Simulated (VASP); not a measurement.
# RbTe3O (C2/m) in VASP: single point with r2SCAN

Aim: the single point of RbTe3O with r2SCAN.

Everything below comes from runs of VASP 6.6.1. Logs are shortened: lines on timing, memory, paths and dates and some standing lists are left out, and cuts for length are marked.

## (1) The cell of the first run

The structure is monoclinic, space group C2/m (No. 12). Conventional cell: a = 17.838 Å, b = 4.083 Å, c = 9.846 Å, α = 90.00°, β = 113.67°, γ = 90.00°. Within 3.0 Å of O (site symmetry m) lie 3 Rb at 2.26 to 2.39 Å and 2 O at 2.49 Å. Within 3.1 Å of Rb (site symmetry m) lie 3 O at 2.26 to 2.39 Å and 4 Te at 2.71 to 3.07 Å. Te (site symmetry m) has 1 Rb at 2.71 Å and 2 O at 3.54 Å and 1 Te at 3.59 Å within 3.6 Å. Within 4.1 Å of Te (site symmetry m) lie 2 Rb at 3.07 Å and 1 O at 3.26 Å and 8 Te at 3.59 to 4.08 Å. Te (site symmetry m) has 1 Rb at 2.80 Å and 3 O at 3.67 Å within 3.7 Å.

## (2) Single point, r2SCAN

Input file POSCAR:

```
RbTe3O
1.0
    0.0000000000      4.0833070000      0.0000000000
    8.9192460000     -2.0416530000      0.0000000000
    3.9528220000      0.0000000000     -9.0176210000
O Rb Te
2 2 6
Direct
    0.7310000000      0.4620000000      0.5790000000
    0.2690000000      0.5380000000      0.4210000000
    0.1960000000      0.3920000000      0.6849000000
    0.8040000000      0.6080000000      0.3151000000
    0.3300000000      0.6600000000      0.7505000000
    0.6700000000      0.3400000000      0.2495000000
    0.6169000000      0.2338000000      0.9341000000
    0.3831000000      0.7662000000      0.0659000000
    0.0479000000      0.0958000000      0.6497000000
    0.9521000000      0.9042000000      0.3503000000
```

Input file INCAR.step1:

```
SYSTEM = RbTe3O
PREC = Accurate ; ENCUT = 660
ISMEAR = -1 ; SIGMA = 0.1
LREAL = .FALSE. ; LASPH = .TRUE.
NELM = 120 ; NBANDS = 44
NELECT = 65.0 ; GGA = PE
ALGO = Normal ; EDIFF = 1E-5
LWAVE = .TRUE. ; LCHARG = .FALSE.
GGA_COMPAT = .FALSE.
```

Input file INCAR.step2:

```
SYSTEM = RbTe3O
PREC = Accurate ; ENCUT = 660
EDIFF = 1E-6 ; ISMEAR = -1
SIGMA = 0.1 ; LREAL = .FALSE.
LASPH = .TRUE. ; NELM = 120
ALGO = Normal ; ISIF = 2
LWAVE = .FALSE. ; LCHARG = .TRUE.
METAGGA = R2SCAN ; LMIXTAU = .TRUE.
LELF = .TRUE. ; LVHAR = .TRUE.
NBANDS = 44 ; NELECT = 65.0
ISTART = 1 ; GGA_COMPAT = .FALSE.
```

Input file KPOINTS:

```
Automatic mesh
0
G
  5 5 2
  0 0 0
```

Potentials or basis: VASP PAW PBE potentials, release 64 (O, Rb_sv, Te).

Run with:

```console
$ cat potpaw_PBE.64/O/POTCAR potpaw_PBE.64/Rb_sv/POTCAR potpaw_PBE.64/Te/POTCAR > POTCAR
$ cp INCAR.step1 INCAR
$ mpirun -np 1 vasp_std > vasp.out
$ cp INCAR.step2 INCAR
$ mpirun -np 1 vasp_std > vasp.out
```

OUTCAR:

```text
SYSTEM = RbTe3O
   PREC = Accurate
   ENCUT = 660
   EDIFF = 1E-6
   ISMEAR = -1
   LREAL = .FALSE.
   LASPH = .TRUE.
   NELM = 120
   ISIF = 2
   METAGGA = R2SCAN
   NELECT = 65.0
   ISTART = 1

 ion  position               nearest neighbor table
   1  0.731  0.462  0.579-   3 2.26   3 2.26   4 2.39
   2  0.269  0.538  0.421-   4 2.26   4 2.26   3 2.39
   3  0.196  0.392  0.685-   1 2.26   1 2.26   2 2.39   5 2.71   9 2.80   7 3.07   7 3.07   4 3.94
                             4 3.94
   4  0.804  0.608  0.315-   2 2.26   2 2.26   1 2.39   6 2.71  10 2.80   8 3.07   8 3.07   3 3.94
                             3 3.94
   5  0.330  0.660  0.751-   3 2.71   8 3.59
   6  0.670  0.340  0.249-   4 2.71   7 3.59
   7  0.617  0.234  0.934-   3 3.07   3 3.07   6 3.59
   8  0.383  0.766  0.066-   4 3.07   4 3.07   5 3.59
   9  0.048  0.096  0.650-   3 2.80
  10  0.952  0.904  0.350-   4 2.80

  LATTYP: Found a base centered monoclinic cell.
 ALAT       =    17.8384920000
 B/A-ratio  =     0.2289042706
 C/A-ratio  =     0.5519484269
 COS(beta)  =    -0.4014677094

  Lattice vectors:

 A1 = (  -8.9192460000,  -2.0416540000,   0.0000000000)
 A2 = (  -8.9192460000,   2.0416530000,   0.0000000000)
 A3 = (   3.9528220000,   0.0000000000,  -9.0176210000)

Analysis of symmetry for initial positions (statically):
=====================================================================
 Subroutine PRICEL returns:
 Original cell was already a primitive cell.

 Routine SETGRP: Setting up the symmetry group for a
 base centered monoclinic supercell.

 Subroutine GETGRP returns: Found  4 space group operations
 (whereof  4 operations were pure point group operations)
 out of a pool of  4 trial point group operations.

The static configuration has the point symmetry C_2h.

Analysis of symmetry for dynamics (positions and initial velocities):
=====================================================================
 Subroutine PRICEL returns:
 Original cell was already a primitive cell.

 Routine SETGRP: Setting up the symmetry group for a
 base centered monoclinic supercell.

 Subroutine GETGRP returns: Found  4 space group operations
 (whereof  4 operations were pure point group operations)
 out of a pool of  4 trial point group operations.

The dynamic configuration has the point symmetry C_2h.

 Subroutine INISYM returns: Found  4 space group operations
 (whereof  4 operations are pure point group operations),
 and found     1 'primitive' translations

----------------------------------------------------------------------------------------

                                     Primitive cell

  volume of cell :     328.4219

  direct lattice vectors                    reciprocal lattice vectors
     0.000000000  4.083307000  0.000000000     0.056058537  0.244899539  0.024572935
     8.919246000 -2.041653000  0.000000000     0.112117100  0.000000000  0.049145882
     3.952822000  0.000000000 -9.017621000     0.000000000  0.000000000 -0.110893993

  length of vectors
     4.083307000  9.149934217  9.845927598     0.252432511  0.122415530  0.110893993

  position of ions in fractional coordinates (direct lattice)
     0.731000000  0.462000000  0.579000000
     0.269000000  0.538000000  0.421000000
     0.196000000  0.392000000  0.684900000
     0.804000000  0.608000000  0.315100000
     0.330000000  0.660000000  0.750500000
     0.670000000  0.340000000  0.249500000
     0.616900000  0.233800000  0.934100000
     0.383100000  0.766200000  0.065900000
     0.047900000  0.095800000  0.649700000
     0.952100000  0.904200000  0.350300000

  ion indices of the primitive-cell ions
   primitive index   ion index
                 1           1
                 2           2
                 3           3
                 4           4
                 5           5
                 6           6
                 7           7
                 8           8
                 9           9
                10          10

----------------------------------------------------------------------------------------

 KPOINTS: Automatic mesh

Automatic generation of k-mesh.
 Grid dimensions read from file:
 generate k-points for:    5    5    2

 Generating k-lattice:

  Cartesian coordinates                     Fractional coordinates (reciprocal lattice)
     0.011211707  0.048979908  0.004914587     0.200000000  0.000000000  0.000000000
     0.022423420  0.000000000  0.009829176     0.000000000  0.200000000  0.000000000
     0.000000000  0.000000000 -0.055446996     0.000000000  0.000000000  0.500000000

  Length of vectors
     0.050486502  0.024483106  0.055446996

  Shift w.r.t. Gamma in fractional coordinates (k-lattice)
     0.000000000  0.000000000  0.000000000

 Subroutine IBZKPT returns following result:
 ===========================================

 Found     18 irreducible k-points:

 Following reciprocal coordinates:
            Coordinates               Weight
  0.000000  0.000000  0.000000      1.000000
  0.200000 -0.000000 -0.000000      4.000000
  0.400000 -0.000000 -0.000000      4.000000
  0.000000  0.200000  0.000000      2.000000
  0.200000  0.200000  0.000000      4.000000
  0.400000  0.200000  0.000000      4.000000
[... 10 lines left out ...]
  0.000000  0.400000  0.500000      2.000000
  0.200000  0.400000  0.500000      2.000000
   k-points           NKPTS =     18   k-points in BZ     NKDIM =     18   number of bands    NBANDS=     44
   number of dos      NEDOS =    301   number of ions     NIONS =     10
   total plane-waves  NPLWV = 241920
   dimension x,y,z NGX =    36 NGY =   80 NGZ =   84
   dimension x,y,z NGXF=    72 NGYF=  160 NGZF=  168
   ions per type =               2   2   6
   NGX,Y,Z   is equivalent  to a cutoff of  14.66, 14.54, 14.18 a.u.
   NGXF,Y,Z  is equivalent  to a cutoff of  29.31, 29.07, 28.37 a.u.
 SYSTEM =  RbTe3O
   PREC   = accura    normal or accurate (medium, high low for compatibility)
   ISTART =      1    job   : 0-new  1-cont  2-samecut
   ICHARG =      0    charge: 1-file 2-atom 10-const
   ISPIN  =      1    spin polarized calculation?
   LNONCOLLINEAR =      F non collinear calculations
   LSORBIT =      F    spin-orbit coupling
   LASPH  =      T    aspherical Exc in radial PAW
   ENCUT  =  660.0 eV  48.51 Ry    6.96 a.u.   8.55 19.17 20.62*2*pi/ulx,y,z
   NELM   =    120;   NELMIN=  2; NELMDL=  0     # of ELM steps
   EDIFF  = 0.1E-05   stopping-criterion for ELM
   LREAL  =      F    real-space projection
   EDIFFG = 0.1E-04   stopping-criterion for IOM
   NSW    =      0    number of steps for IOM
   IBRION =     -1    ionic relax: 0-MD 1-quasi-New 2-CG
   NFREE  =      0    steps in history (QN), initial steepest desc. (CG)
   ISIF   =      2    stress and relaxation
   ISYM   =      2    0-nonsym 1-usesym 2-fastsym
   POTIM  = 0.5000    time-step for ionic-motion
   TEBEG  =    0.0;   TEEND  =   0.0 temperature during run
   PSTRESS=    0.0 pullay stress
   NELECT =      65.0000    total number of electrons
   NUPDOWN=      -1.0000    fix difference up-down
   EMIN   =  10.00;   EMAX   =-10.00  energy-range for DOS
   EFERMI =   0.00;   METHOD = LEGACY
   ISMEAR =    -1;   SIGMA  =   0.10  broadening in eV -4-tet -1-fermi 0-gaus
   EFERMI_NEDOS =   21; number of points for ismear=-14 and -15
   IALGO  =     38    algorithm
   IMIX   =      4    mixing-type and parameters
     AMIX     =   0.40;   BMIX     =  1.00
     AMIX_MAG =   1.60;   BMIX_MAG =  1.00
  volume/ion in A,a.u.               =      32.84       221.63
  Fermi-wavevector in a.u.,A,eV,Ry     =   0.954044  1.802882 12.384031  0.910201
  Thomas-Fermi vector in A             =   2.082755
   LORBIT       =      0    0 simple, 1 ext, 2 COOP (PROOUT), +10 PAW based schemes
   METAGGA = R2SCAN    functional components
   LHFCALC =     F    Hartree Fock is set to
   AEXX    =    0.0000 exact exchange contribution
   IVDW    =     0    specifies the selected vdW correction
   LEPSILON=     F    determine dielectric tensor
   LRPA    =     F    only Hartree local field effects (RPA)
 non-spin polarized calculation
  energy-cutoff  :      660.00
  volume of cell :      328.42
 maximum number of plane-waves:     12686
 NGX is ok and might be reduce to    36
   NGX = 17   NGY = 39   NGZ = 41

 number of electron      65.0000000 magnetization

 Free energy of the ion-electron system (eV)
  ---------------------------------------------------
  ext. energy  EPLUGINS =         0.00000000
  ---------------------------------------------------
  free energy    TOTEN  =      -181.82870649 eV

  energy without entropy =     -181.31855802  energy(sigma->0) =     -181.57363225

 E-fermi :   2.0019     XC(G=0):  -8.7867

 val. band max:        1.9984775665   @ k =   0.2000   0.4000  -0.0000
 cond. band min:       2.0025056996   @ k =   0.2000   0.2000   0.5000
 fundamental gap:      0.0040281332
 Fermi energy:         2.0019177981

 k-point     1 :       0.0000    0.0000    0.0000
  band No.  band energies     occupation
      1     -24.0912      2.00000
      2     -23.9553      2.00000
      3     -15.5406      2.00000
      4     -14.6152      2.00000
      5      -9.9810      2.00000
      6      -9.8569      2.00000
[... 36 lines left out ...]
     43       8.7191      0.00000
     44       9.0463      0.00000

 k-point     2 :       0.2000   -0.0000   -0.0000
  band No.  band energies     occupation
      1     -24.0446      2.00000
      2     -23.9336      2.00000
      3     -15.6179      2.00000
      4     -14.9340      2.00000
      5      -9.9195      2.00000
      6      -9.8125      2.00000
[... 744 lines left out ...]
 k-point    18 :       0.2000    0.4000    0.5000
  band No.  band energies     occupation
      1     -24.0446      2.00000
      2     -23.9336      2.00000
      3     -15.6179      2.00000
      4     -14.9340      2.00000
      5     -10.0127      2.00000
      6      -9.8390      2.00000
[... 36 lines left out ...]
     43       9.1794      0.00000
     44       9.3583      0.00000

------------------------ aborting loop because EDIFF is reached ----------------------------------------

  FORCE on cell =-STRESS in cart. coord.  units (eV):
  Direction    XX          YY          ZZ          XY          YZ          ZX
  --------------------------------------------------------------------------------------
  -------------------------------------------------------------------------------------
  Total        3.6379456     -3.0006320     -6.7943722      0.0000002     -0.0000001      1.0365327
  in kB       17.7473957    -14.6383177    -33.1457431      0.0000011     -0.0000005      5.0566331
  external PRESSURE =     -10.0122217 kB  Pullay stress =       0.0000000 kB

 VOLUME and BASIS-vectors are now :
 -----------------------------------------------------------------------------
  energy-cutoff  :      660.00
  volume of cell :      328.42
      direct lattice vectors                 reciprocal lattice vectors
     0.000000000  4.083307000  0.000000000     0.056058537  0.244899539  0.024572935
     8.919246000 -2.041653000  0.000000000     0.112117100  0.000000000  0.049145882
     3.952822000  0.000000000 -9.017621000     0.000000000  0.000000000 -0.110893993

 POSITION                                       TOTAL-FORCE (eV/Angst)
 -----------------------------------------------------------------------------------
      6.40938      2.04165     -5.22120         0.098732      0.000000      0.218442
      6.46269      0.00000     -3.79642        -0.098732     -0.000000     -0.218442
      6.20363      0.00000     -6.17617        -0.684531     -0.000000      0.250449
      6.66844      2.04165     -2.84145         0.684531      0.000000     -0.250449
      8.85330      0.00000     -6.76772         3.442477      0.000000     -1.145458
      4.01877      2.04165     -2.24990        -3.442477     -0.000000      1.145458
      5.77765      2.04165     -8.42336        -0.045700     -0.000000     -2.080682
      7.09442      0.00000     -0.59426         0.045700      0.000000      2.080682
      3.42261      0.00000     -5.85875        -2.459450     -0.000000      0.368408
      9.44946      2.04165     -3.15887         2.459450      0.000000     -0.368408
 -----------------------------------------------------------------------------------
    total drift:                                0.000000     -0.000000     -0.000000

  FREE ENERGIE OF THE ION-ELECTRON SYSTEM (eV)
  ---------------------------------------------------
  free  energy   TOTEN  =      -181.8287064880 eV

  energy  without entropy=     -181.3185580191  energy(sigma->0) =     -181.57363225
```

Wall time 53 min (1 thread of Intel Xeon 8259CL, shared host); peak memory 0.78 GiB.

What came out:

```
Free energy   : -181.8287 eV
Largest force : 3.628 eV/Å
```

Forces on the atoms (eV/Å):
```
O    0.099  0.000  0.218
O   -0.099  0.000 -0.218
Rb  -0.685  0.000  0.250
Rb   0.685  0.000 -0.250
Te   3.442  0.000 -1.145
Te  -3.442  0.000  1.145
Te  -0.046  0.000 -2.081
Te   0.046  0.000  2.081
Te  -2.459  0.000  0.368
Te   2.459  0.000 -0.368
```

Caveat: the cell carries a net charge on a neutralising background, which shifts energy and pressure; the cell is charged against a uniform background, so pressure and absolute levels hang on convention; the PAW data sets were made with another functional, which shifts forces and pressure a little; spin-orbit coupling is left out, which moves the levels of the heavy elements; an odd number of electrons without spin polarisation forces a metal; a magnetic or distorted state may lie lower.
